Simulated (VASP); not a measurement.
Set up this calculation in VASP 6.6.1, as the native input.

```
Task                   : single point
Functional             : PBE
Potentials or basis    : VASP PAW PBE potentials, release 64 (Ba_sv, Ir)
Cutoff                 : 520 eV
k mesh                 : 8 × 8 × 8
Occupations            : gaussian, width 0.1 eV
Spin                   : no spin polarisation
Dipole correction      : no
Further INCAR settings : ALGO = Fast; EDIFF = 1e-07; NBANDS = 38
```

The structure of Ba2Ir lies in POSCAR:

```
Ba2Ir
1.0
    0.0000000000      4.5607526407      4.5607526407
    4.5607526407      0.0000000000      4.5607526407
    4.5607526407      4.5607526407      0.0000000000
Ba Ir
4 2
Direct
    0.6250000000      0.6250000000      0.6250000000
    0.1250000000      0.6250000000      0.6250000000
    0.6250000000      0.6250000000      0.1250000000
    0.6250000000      0.1250000000      0.6250000000
    0.0000000000      0.0000000000      0.0000000000
    0.2500000000      0.2500000000      0.2500000000
```

The input as run:

INCAR

```
SYSTEM = Ba2Ir
PREC = Accurate ; ENCUT = 520
EDIFF = 1E-7 ; ISMEAR = 0
SIGMA = 0.1 ; LREAL = .FALSE.
LASPH = .TRUE. ; NELM = 80
ALGO = Fast ; ISIF = 2
LWAVE = .FALSE. ; LCHARG = .TRUE.
GGA = PE ; LELF = .TRUE.
LVHAR = .TRUE. ; NBANDS = 38
```

KPOINTS

```
regular mesh
0
G
  8 8 8
  0 0 0
```

Potentials or basis: VASP PAW PBE potentials, release 64 (Ba_sv, Ir).

Launch:

```sh
$ cat potpaw_PBE.64/Ba_sv/POTCAR potpaw_PBE.64/Ir/POTCAR > POTCAR
$ mpirun -np 1 vasp_std > vasp.out
```

Results of the run:

```
Pressure               : 1.7 GPa
Band gap on the k mesh : zero (bands 29 and 30 overlap by 1.00 eV)
```

Caveat: spin-orbit coupling is left out, which moves the levels of the heavy elements.

It took 5.4 min on 1 thread of Intel(R) Xeon(R) 6975P-C (Granite Rapids), on a shared host, peak memory 0.43 GiB.
